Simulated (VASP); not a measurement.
# MgInAu4 (F-43m) in VASP: single point with LDA

Aim: the single point of MgInAu4 with LDA.

Program: VASP 6.6.1. These are calculated values, not measurements. Logs are shortened: lines on timing, memory, paths and dates and some standing lists are left out, and cuts for length are marked.

## Step 1: The cell of the first run

It takes space group F-43m (No. 216, cubic). The conventional cell has a = 7.642 Å, b = 7.642 Å, c = 7.642 Å, α = 90.00°, β = 90.00°, γ = 90.00°. Within 3.6 Å of Au (site symmetry 3m) lie 6 Au at 2.70 to 2.71 Å and 3 Mg at 3.17 Å and 3 In at 3.17 Å. Mg (site symmetry -43m) has 12 Au at 3.17 Å and 4 In at 3.31 Å within 4.2 Å. Within 4.2 Å of In (site symmetry -43m) lie 12 Au at 3.17 Å and 4 Mg at 3.31 Å.

## Step 2: Single point, LDA

The input, INCAR:

```
SYSTEM = MgInAu4
PREC     = Accurate       ! precision mode
ENCUT    = 520            ! plane-wave cutoff, eV
EDIFF    = 1E-6           ! SCF threshold, eV
ISMEAR   = 1              ! smearing method
SIGMA    = 0.0811         ! smearing width, eV
LREAL    = .FALSE.        ! projectors in reciprocal space
LASPH    = .TRUE.         ! aspherical terms in the spheres
NELM     = 100            ! most SCF steps
ALGO     = Normal         ! electronic algorithm
ISIF     = 2              ! what is computed and relaxed
LWAVE    = .FALSE.        ! write WAVECAR
LCHARG   = .TRUE.         ! write CHGCAR
GGA      = CA             ! functional
LELF     = .TRUE.         ! ELF
LVHAR    = .TRUE.       
NBANDS   = 38             ! bands
```

The input, KPOINTS:

```
regular mesh
0
G
  6 6 6
  0 0 0
```

The input, POSCAR:

```
MgInAu4
1.0
    0.0000000000      3.8209400000      3.8209400000
    3.8209400000      0.0000000000      3.8209400000
    3.8209400000      3.8209400000      0.0000000000
Au Mg In
4 1 1
Direct
    0.6251913169      0.6251913169      0.6251913169
    0.1244260493      0.6251913169      0.6251913169
    0.6251913169      0.6251913169      0.1244260493
    0.6251913169      0.1244260493      0.6251913169
    0.0000000000      0.0000000000      0.0000000000
    0.2500000000      0.2500000000      0.2500000000
```

Potentials or basis: VASP PAW LDA potentials, release 64 (Au, Mg, In_d).

Started as:

```
cat potpaw_LDA.64/Au/POTCAR potpaw_LDA.64/Mg/POTCAR potpaw_LDA.64/In_d/POTCAR > POTCAR
mpirun -np 1 vasp_std > vasp.out
```

OUTCAR:

```text
SYSTEM = MgInAu4
   PREC = Accurate
   ENCUT = 520
   EDIFF = 1E-6
   ISMEAR = 1
   LREAL = .FALSE.
   LASPH = .TRUE.
   NELM = 100
   ISIF = 2
   GGA = CA

 ion  position               nearest neighbor table
   1  0.625  0.625  0.625-   2 2.70   3 2.70   4 2.70   3 2.71   4 2.71   2 2.71   5 3.17   5 3.17
                             5 3.17   6 3.17   6 3.17   6 3.17
   2  0.124  0.625  0.625-   1 2.70   3 2.70   4 2.70   1 2.71   3 2.71   4 2.71   5 3.17   5 3.17
                             5 3.17   6 3.17   6 3.17   6 3.17
   3  0.625  0.625  0.124-   1 2.70   2 2.70   4 2.70   1 2.71   4 2.71   2 2.71   5 3.17   5 3.17
                             5 3.17   6 3.17   6 3.17   6 3.17
   4  0.625  0.124  0.625-   1 2.70   2 2.70   3 2.70   3 2.71   1 2.71   2 2.71   5 3.17   5 3.17
                             5 3.17   6 3.17   6 3.17   6 3.17
   5  0.000  0.000  0.000-   3 3.17   3 3.17   2 3.17   3 3.17   4 3.17   2 3.17   4 3.17   2 3.17
                             4 3.17   1 3.17   1 3.17   1 3.17   6 3.31   6 3.31   6 3.31   6 3.31
   6  0.250  0.250  0.250-   2 3.17   3 3.17   4 3.17   1 3.17   2 3.17   4 3.17   2 3.17   3 3.17
                             3 3.17   4 3.17   1 3.17   1 3.17   5 3.31   5 3.31   5 3.31   5 3.31

  LATTYP: Found a face centered cubic cell.
 ALAT       =     7.6418800000

  Lattice vectors:

 A1 = (   0.0000000000,   3.8209400000,   3.8209400000)
 A2 = (   3.8209400000,   0.0000000000,   3.8209400000)
 A3 = (   3.8209400000,   3.8209400000,   0.0000000000)

Analysis of symmetry for initial positions (statically):
=====================================================================
 Subroutine PRICEL returns:
 Original cell was already a primitive cell.

 Routine SETGRP: Setting up the symmetry group for a
 face centered cubic supercell.

 Subroutine GETGRP returns: Found 24 space group operations
 (whereof 24 operations were pure point group operations)
 out of a pool of 48 trial point group operations.

The static configuration has the point symmetry T_d .

Analysis of symmetry for dynamics (positions and initial velocities):
=====================================================================
 Subroutine PRICEL returns:
 Original cell was already a primitive cell.

 Routine SETGRP: Setting up the symmetry group for a
 face centered cubic supercell.

 Subroutine GETGRP returns: Found 24 space group operations
 (whereof 24 operations were pure point group operations)
 out of a pool of 48 trial point group operations.

The dynamic configuration has the point symmetry T_d .

 Subroutine INISYM returns: Found 24 space group operations
 (whereof 24 operations are pure point group operations),
 and found     1 'primitive' translations

----------------------------------------------------------------------------------------

                                     Primitive cell

  volume of cell :     111.5683

  direct lattice vectors                    reciprocal lattice vectors
     0.000000000  3.820940000  3.820940000    -0.130857852  0.130857852  0.130857852
     3.820940000  0.000000000  3.820940000     0.130857852 -0.130857852  0.130857852
     3.820940000  3.820940000  0.000000000     0.130857852  0.130857852 -0.130857852

  length of vectors
     5.403625169  5.403625169  5.403625169     0.226652448  0.226652448  0.226652448

  position of ions in fractional coordinates (direct lattice)
     0.625191317  0.625191317  0.625191317
     0.124426049  0.625191317  0.625191317
     0.625191317  0.625191317  0.124426049
     0.625191317  0.124426049  0.625191317
     0.000000000  0.000000000  0.000000000
     0.250000000  0.250000000  0.250000000

  ion indices of the primitive-cell ions
   primitive index   ion index
                 1           1
                 2           2
                 3           3
                 4           4
                 5           5
                 6           6

----------------------------------------------------------------------------------------

 KPOINTS: regular mesh

Automatic generation of k-mesh.
 Grid dimensions read from file:
 generate k-points for:    6    6    6

 Generating k-lattice:

  Cartesian coordinates                     Fractional coordinates (reciprocal lattice)
    -0.021809642  0.021809642  0.021809642     0.166666667  0.000000000  0.000000000
     0.021809642 -0.021809642  0.021809642     0.000000000  0.166666667  0.000000000
     0.021809642  0.021809642 -0.021809642     0.000000000  0.000000000  0.166666667

  Length of vectors
     0.037775408  0.037775408  0.037775408

  Shift w.r.t. Gamma in fractional coordinates (k-lattice)
     0.000000000  0.000000000  0.000000000

 Subroutine IBZKPT returns following result:
 ===========================================

 Found     16 irreducible k-points:

 Following reciprocal coordinates:
            Coordinates               Weight
  0.000000  0.000000  0.000000      1.000000
  0.166667  0.000000  0.000000      8.000000
  0.333333  0.000000  0.000000      8.000000
  0.500000  0.000000  0.000000      4.000000
  0.166667  0.166667  0.000000      6.000000
  0.333333  0.166667  0.000000     24.000000
[... 8 lines left out ...]
 -0.333333  0.333333  0.166667     24.000000
 -0.333333  0.500000  0.166667     12.000000
   k-points           NKPTS =     16   k-points in BZ     NKDIM =     16   number of bands    NBANDS=     38
   number of dos      NEDOS =    301   number of ions     NIONS =      6
   total plane-waves  NPLWV =  64000
   dimension x,y,z NGX =    40 NGY =   40 NGZ =   40
   dimension x,y,z NGXF=    80 NGYF=   80 NGZF=   80
   ions per type =               4   1   1
   NGX,Y,Z   is equivalent  to a cutoff of  12.31, 12.31, 12.31 a.u.
   NGXF,Y,Z  is equivalent  to a cutoff of  24.61, 24.61, 24.61 a.u.
 SYSTEM =  MgInAu4
   PREC   = accura    normal or accurate (medium, high low for compatibility)
   ISTART =      0    job   : 0-new  1-cont  2-samecut
   ICHARG =      2    charge: 1-file 2-atom 10-const
   ISPIN  =      1    spin polarized calculation?
   LNONCOLLINEAR =      F non collinear calculations
   LSORBIT =      F    spin-orbit coupling
   LASPH  =      T    aspherical Exc in radial PAW
   ENCUT  =  520.0 eV  38.22 Ry    6.18 a.u.  10.05 10.05 10.05*2*pi/ulx,y,z
   NELM   =    100;   NELMIN=  2; NELMDL= -5     # of ELM steps
   EDIFF  = 0.1E-05   stopping-criterion for ELM
   LREAL  =      F    real-space projection
   EDIFFG = 0.1E-04   stopping-criterion for IOM
   NSW    =      0    number of steps for IOM
   IBRION =     -1    ionic relax: 0-MD 1-quasi-New 2-CG
   NFREE  =      0    steps in history (QN), initial steepest desc. (CG)
   ISIF   =      2    stress and relaxation
   ISYM   =      2    0-nonsym 1-usesym 2-fastsym
   POTIM  = 0.5000    time-step for ionic-motion
   TEBEG  =    0.0;   TEEND  =   0.0 temperature during run
   PSTRESS=    0.0 pullay stress
   NELECT =      59.0000    total number of electrons
   NUPDOWN=      -1.0000    fix difference up-down
   EMIN   =  10.00;   EMAX   =-10.00  energy-range for DOS
   EFERMI =   0.00;   METHOD = LEGACY
   ISMEAR =     1;   SIGMA  =   0.08  broadening in eV -4-tet -1-fermi 0-gaus
   EFERMI_NEDOS =   21; number of points for ismear=-14 and -15
   IALGO  =     38    algorithm
   IMIX   =      4    mixing-type and parameters
     AMIX     =   0.40;   BMIX     =  1.00
     AMIX_MAG =   1.60;   BMIX_MAG =  1.00
  volume/ion in A,a.u.               =      18.59       125.48
  Fermi-wavevector in a.u.,A,eV,Ry     =   1.323870  2.501751 23.845997  1.752631
  Thomas-Fermi vector in A             =   2.453446
   LORBIT       =      0    0 simple, 1 ext, 2 COOP (PROOUT), +10 PAW based schemes
   GGA     = CA    functional components
   LHFCALC =     F    Hartree Fock is set to
   AEXX    =    0.0000 exact exchange contribution
   IVDW    =     0    specifies the selected vdW correction
   LEPSILON=     F    determine dielectric tensor
   LRPA    =     F    only Hartree local field effects (RPA)
 non-spin polarized calculation
 Methfessel and Paxton  Order N= 1 SIGMA  =   0.08
  energy-cutoff  :      520.00
  volume of cell :      111.57
 maximum number of plane-waves:      3024
   NGX = 21   NGY = 21   NGZ = 21

 number of electron      58.9999997 magnetization

 Free energy of the ion-electron system (eV)
  ---------------------------------------------------
  ext. energy  EPLUGINS =         0.00000000
  ---------------------------------------------------
  free energy    TOTEN  =       -24.17192088 eV

  energy without entropy =      -24.17181570  energy(sigma->0) =      -24.17188582

 E-fermi :   8.1717     XC(G=0): -11.8513

 val. band max:        8.1563498404   @ k =   0.1667   0.0000   0.0000
 cond. band min:       8.2136269713   @ k =   0.3333   0.0000   0.0000
 fundamental gap:      0.0572771309
 Fermi energy:         8.1717325376

 k-point     1 :       0.0000    0.0000    0.0000
  band No.  band energies     occupation
      1      -6.3382      2.00000
      2      -6.3382      2.00000
      3      -6.3382      2.00000
      4      -6.3295      2.00000
      5      -6.3295      2.00000
      6      -1.9062      2.00000
[... 30 lines left out ...]
     37      11.2577      0.00000
     38      13.4053      0.00000

 k-point     2 :       0.1667    0.0000    0.0000
  band No.  band energies     occupation
      1      -6.3393      2.00000
      2      -6.3381      2.00000
      3      -6.3381      2.00000
      4      -6.3301      2.00000
      5      -6.3301      2.00000
      6      -1.6574      2.00000
[... 30 lines left out ...]
     37      12.6010      0.00000
     38      14.4266      0.00000

 k-point     3 :       0.3333    0.0000    0.0000
  band No.  band energies     occupation
      1      -6.3416      2.00000
      2      -6.3380      2.00000
      3      -6.3380      2.00000
      4      -6.3313      2.00000
      5      -6.3313      2.00000
      6      -1.0040      2.00000
[... 30 lines left out ...]
     37      14.6037      0.00000
[... 453 lines left out ...]
 k-point    15 :      -0.3333    0.3333    0.1667
  band No.  band energies     occupation
      1      -6.3419      2.00000
      2      -6.3393      2.00000
      3      -6.3362      2.00000
      4      -6.3350      2.00000
      5      -6.3327      2.00000
      6       0.1862      2.00000
[... 30 lines left out ...]
     37      14.9590      0.00000
     38      16.0682      0.00000

 k-point    16 :      -0.3333    0.5000    0.1667
  band No.  band energies     occupation
      1      -6.3441      2.00000
      2      -6.3403      2.00000
      3      -6.3354      2.00000
      4      -6.3334      2.00000
      5      -6.3328      2.00000
      6       0.7147      2.00000
[... 30 lines left out ...]
     37      15.2828      0.00000
     38      15.3348      0.00000

------------------------ aborting loop because EDIFF is reached ----------------------------------------

  FORCE on cell =-STRESS in cart. coord.  units (eV):
  Direction    XX          YY          ZZ          XY          YZ          ZX
  --------------------------------------------------------------------------------------
  -------------------------------------------------------------------------------------
  Total        0.6592950      0.6592950      0.6592950      0.0000000     -0.0000000      0.0000000
  in kB        9.4678138      9.4678138      9.4678138      0.0000000     -0.0000000      0.0000000
  external PRESSURE =       9.4678138 kB  Pullay stress =       0.0000000 kB

 VOLUME and BASIS-vectors are now :
 -----------------------------------------------------------------------------
  energy-cutoff  :      520.00
  volume of cell :      111.57
      direct lattice vectors                 reciprocal lattice vectors
     0.000000000  3.820940000  3.820940000    -0.130857852  0.130857852  0.130857852
     3.820940000  0.000000000  3.820940000     0.130857852 -0.130857852  0.130857852
     3.820940000  3.820940000  0.000000000     0.130857852  0.130857852 -0.130857852

 POSITION                                       TOTAL-FORCE (eV/Angst)
 -----------------------------------------------------------------------------------
      4.77764      4.77764      4.77764         0.000938      0.000938      0.000938
      4.77764      2.86424      2.86424         0.000938     -0.000938     -0.000938
      2.86424      2.86424      4.77764        -0.000938     -0.000938      0.000938
      2.86424      4.77764      2.86424        -0.000938      0.000938     -0.000938
      0.00000      0.00000      0.00000        -0.000000     -0.000000     -0.000000
      1.91047      1.91047      1.91047        -0.000000     -0.000000     -0.000000
 -----------------------------------------------------------------------------------
    total drift:                                0.000000      0.000000     -0.000000

  FREE ENERGIE OF THE ION-ELECTRON SYSTEM (eV)
  ---------------------------------------------------
  free  energy   TOTEN  =       -24.1719208818 eV

  energy  without entropy=      -24.1718156970  energy(sigma->0) =      -24.17188582
```

It took 47 s on 1 thread of Intel Xeon Platinum 8375C at 2.90GHz (Ice Lake), shared host; peak memory 0.23 GiB.

Results:

| Property | Result |
| --- | --- |
| Free energy | -24.1719 eV |
| Pressure | 0.9 GPa |
| Band gap on the k mesh | zero (an odd number of electrons rules out a gap without spin polarisation) |

Levels at points of the mesh, in eV from the Fermi level:
| k point | band 28 | band 29 | band 30 | band 31 | band 32 | band 33 |
| --- | --- | --- | --- | --- | --- | --- |
| (0.00, 0.00, 0.00) | -0.45 | -0.45 | -0.45 | 0.66 | 2.72 | 2.72 |
| (0.50, 0.00, 0.00) | -1.12 | -0.06 | -0.06 | 0.94 | 2.01 | 2.01 |
| (0.50, 0.50, 0.00) | -2.14 | -0.73 | -0.20 | -0.20 | 5.37 | 5.37 |

Caveat: spin-orbit coupling is left out, which moves the levels of the heavy elements.
